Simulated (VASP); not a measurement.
A run of VASP 6.6.1 is set up as follows.

The input POSCAR:

```
WS2
1.0
    3.0859693763      0.0000000000      0.0000000000
   -1.5429846882      2.7551833765      0.0000000000
    0.0000000000      0.0000000000     23.6881463475
W S
2 4
Direct
    0.3333333333      0.6666666667      0.6379434935
    0.6666666667      0.3333333333      0.3620565065
    0.3333333333      0.6666666667      0.2962425097
    0.6666666667      0.3333333333      0.5721038223
    0.3333333333      0.6666666667      0.4278961777
    0.6666666667      0.3333333333      0.7037574903
```

The input INCAR.step1:

```
PREC = Accurate
ENCUT = 520
ISMEAR = 0
SIGMA = 0.05
LREAL = False
LASPH = True
NELM = 60
NBANDS = 35
GGA = PE
ALGO = Normal
EDIFF = 1E-4
LWAVE = True
LCHARG = False
```

Contents of INCAR.step2:

```
PREC = Accurate
ENCUT = 520
EDIFF = 1E-6
ISMEAR = 0
SIGMA = 0.05
LREAL = False
LASPH = True
NELM = 60
ALGO = Normal
ISIF = 2
LWAVE = False
LCHARG = False
METAGGA = R2SCAN
LMIXTAU = True
NBANDS = 35
ISTART = 1
```

Contents of KPOINTS:

```
regular mesh
0
Gamma
  12 12 2
```

Potentials or basis: VASP PAW PBE potentials, release 64 (W_sv, S).

Command:

```console
$ cat potpaw_PBE.64/W_sv/POTCAR potpaw_PBE.64/S/POTCAR > POTCAR
$ cp INCAR.step1 INCAR
$ mpirun -np 1 vasp_std > vasp.out
$ cp INCAR.step2 INCAR
$ mpirun -np 1 vasp_std > vasp.out
```

(1) Estimate the largest force.

(2) What does it give for the band gap on the k mesh?

## Answers

(1) 0.397 eV/Å.

(2) 1.82 eV (least direct gap 2.08 eV).

Caveat: the cell differs from its parent crystal (strain -0.0300 x Voigt [1, 0, 0, 0, 0, 0]); there is no dipole correction, which matters where the two faces differ; the PAW data sets were made with another functional, which shifts forces and pressure a little; spin-orbit coupling is left out, which moves the levels of the heavy elements.
